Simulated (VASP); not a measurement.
Set up this calculation in VASP 6.6.1, as the native input.

```yaml
Task: single point
Functional: PBE
Potentials_or_basis: VASP PAW PBE potentials, release 64 (Ga_d, Co_sv, C, N)
Cutoff: 700 eV
k_mesh: 4 × 4 × 4
Occupations: gaussian, width 0.1 eV
Spin: collinear spin, ferromagnetic start
Starting_moments: "[0.0, 3.0, 0.0, 0.0, 0.0, 0.0, 0.0, 0.0, 0.0, 0.0] μB"
Dipole_correction: no
Further_INCAR_settings: ALGO = Normal; EDIFF = 1e-06; NBANDS = 48
```

The structure of GaCoC4N4 lies in POSCAR:

```
GaCoC4N4
1.0
    5.7098347192      0.0000000000      0.0000000000
    0.0000000000      5.7098347192      0.0000000000
    0.0000000000      0.0000000000      5.7098347192
Ga Co C N
1 1 4 4
Direct
    0.5000000000      0.5000000000      0.5000000000
    0.0000000000      0.0000000000      0.0000000000
    0.1903707222      0.1903707222      0.1903707222
    0.1903707222      0.8096292778      0.8096292778
    0.8096292778      0.1903707222      0.8096292778
    0.8096292778      0.8096292778      0.1903707222
    0.3095052232      0.3095052232      0.3095052232
    0.3095052232      0.6904947768      0.6904947768
    0.6904947768      0.3095052232      0.6904947768
    0.6904947768      0.6904947768      0.3095052232
```

One way to write it, as run:

INCAR

```
  PREC = Accurate
  ENCUT = 700
  EDIFF = 1E-6
  ISMEAR = 0
  SIGMA = 0.1
  LREAL = F
  LASPH = T
  NELM = 200
  ALGO = Normal
  ISIF = 2
  LWAVE = F
  LCHARG = F
  ISPIN = 2
  MAGMOM = 0 3 0 0 0 0 0 0 0 0
  LORBIT = 11
  LMAXMIX = 4
  GGA = PE
  NBANDS = 48
  GGA_COMPAT = F
```

KPOINTS

```
regular mesh
0
Gamma
  4 4 4
```

Potentials or basis: VASP PAW PBE potentials, release 64 (Ga_d, Co_sv, C, N).

Command:

```bash
$ cat potpaw_PBE.64/Ga_d/POTCAR potpaw_PBE.64/Co_sv/POTCAR potpaw_PBE.64/C/POTCAR potpaw_PBE.64/N/POTCAR > POTCAR
$ mpirun -np 1 vasp_std > vasp.out
```

It gave:

```
Pressure                                              : -0.1 GPa
Largest force                                         : 0.352 eV/Å
Band gap on the k mesh                                : zero (filled and empty bands overlap)
Net moment                                            : 2.00 μB per cell
Site moments                                          : Ga +0.00; Co +1.48; C +0.01; N +0.04 μB
Valence electrons inside the program's atomic spheres : Ga 11.79; Co 15.06; C 2.54; N 3.92
```

Caveat: a cell with one magnetic atom can't hold antiferromagnetic order, which such compounds often take.

Run time: 6.2 min on 1 thread of AMD EPYC 7R13 Processor (Zen 3), with other jobs on the host, peak memory 0.54 GiB.
